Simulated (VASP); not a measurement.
## Ru: single point with PBEsol

Crystal: Ru.

```
Ru
1.0
     2.67425    0.00000    0.00000
    -1.33712    2.31597    0.00000
     0.00000    0.00000    4.50798
Ru
2
Direct
  0.33333 0.66667 0.25000
  0.66667 0.33333 0.75000
```

This cell differs from its parent crystal: volume 13.960 Å^3 an atom, c/a of the conventional cell 1.6857.

| Quantity | Value |
| --- | --- |
| Program | VASP 6.6.1 |
| Task | single point |
| Functional | PBEsol |
| Potentials or basis | VASP PAW PBE potentials, release 64 (Ru_pv) |
| Cutoff | 520 eV |
| k mesh | 21 × 21 × 12 |
| Occupations | gaussian, width 0.15 eV |
| Spin | no spin polarisation |
| Dipole correction | no |
| Further INCAR settings | ALGO = Fast; EDIFF = 1e-06; NBANDS = 21 |

```json
{
  "Pressure": "-13.8 GPa",
  "Band gap on the k mesh": "zero (band 14 reaches 13.79 eV, above the bottom of band 15 at 10.86 eV)"
}
```

Stress tensor (GPa, compression positive):
```
 -4.39   0.00   0.00
  0.00  -4.39   0.00
  0.00   0.00 -32.70
```

Levels at points of the mesh, in eV from the Fermi level:
| k point | band 10 | band 11 | band 12 | band 13 | band 14 | band 15 | band 16 | band 17 | band 18 | band 19 |
| --- | --- | --- | --- | --- | --- | --- | --- | --- | --- | --- |
| (0.00, 0.00, 0.00) | -2.45 | -2.45 | -1.93 | -1.93 | -0.87 | -0.87 | 0.53 | 1.16 | 1.16 | 9.05 |
| (0.00, 0.00, 0.50) | -2.97 | -2.49 | -2.49 | -2.49 | -2.49 | 0.52 | 0.52 | 0.52 | 0.52 | 10.32 |

Run time: 2.1 min on 1 thread of Intel(R) Xeon(R) Platinum 8259CL CPU @ 2.50GHz (Skylake/Cascade Lake), on a shared host, peak memory 0.26 GiB.

Caveat: the PAW data sets were made with another functional, which shifts forces and pressure a little.
